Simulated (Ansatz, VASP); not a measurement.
**One calculation of RbBr, two programs**

```
Rb Br
1.0
     0.00000    3.46083    3.46083
     3.46083    0.00000    3.46083
     3.46083    3.46083    0.00000
Rb Br
1 1
Cartesian
  0.0000 0.0000 0.0000
  3.4608 3.4608 3.4608
```

Alike in both runs: task single point; functional PBE; k mesh 6 × 6 × 6; occupations fermi-dirac, width 0.02 eV; no spin polarisation.

|  | VASP | Ansatz |
| --- | --- | --- |
| version | VASP 6.6.1 | Ansatz 0.2.0 |
| potentials or method | VASP PAW PBE potentials, release 64 (Rb_sv, Br) | plane waves, PAW |
| plane-wave cutoff (eV) | 520 | 420 |
| valence electrons in the cell | 16 | 16 |

|  | VASP | Ansatz | Ansatz less VASP |
| --- | --- | --- | --- |
| gap on the k mesh at the Fermi level (eV) | 4.29 | 4.29 | +0.002 |
| pressure (GPa) | 0.6 | 0.5 | -0.02 |
